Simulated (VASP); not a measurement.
Input of a VASP 6.6.1 run:

POSCAR

```
LiCl
1.0
    0.0000000000      2.7399654982      2.7399654982
    2.7399654982      0.0000000000      2.7399654982
    2.7399654982      2.7399654982      0.0000000000
Li Cl
1 1
Direct
    0.0000000000      0.0000000000      0.0000000000
    0.2500000000      0.2500000000      0.2500000000
```

INCAR.step1

```
  ALGO = Normal
  EDIFF = 1E-5
  ENCUT = 520
  GGA = PE
  ISIF = 2
  ISMEAR = -1
  LASPH = True
  LREAL = False
  LWAVE = True
  NBANDS = 12
  NELM = 80
  PREC = Accurate
  SIGMA = 0.02
```

Contents of INCAR.step2:

```
  ALGO = Normal
  EDIFF = 1E-6
  ENCUT = 520
  GGA = PE
  HFSCREEN = 0.2079
  ISIF = 2
  ISMEAR = -1
  ISTART = 1
  LASPH = True
  LCHARG = True
  LELF = True
  LHFCALC = True
  LREAL = False
  LVHAR = True
  LWAVE = False
  NBANDS = 12
  NELM = 80
  PREC = Accurate
  PRECFOCK = Normal
  SIGMA = 0.02
```

The input KPOINTS:

```
k-points
0
Gamma
  6 6 6
```

Potentials or basis: VASP PAW PBE potentials, release 64 (Li_sv, Cl).

Command:

```sh
$ cat potpaw_PBE.64/Li_sv/POTCAR potpaw_PBE.64/Cl/POTCAR > POTCAR
$ cp INCAR.step1 INCAR
$ mpirun -np 1 vasp_std > vasp.out
$ cp INCAR.step2 INCAR
$ mpirun -np 1 vasp_std > vasp.out
```

(1) Estimate the band gap on the k mesh.

Answers

(1) 7.36 eV.

Caveat: the structure was generated, so it needn't be the stable form of LiCl.
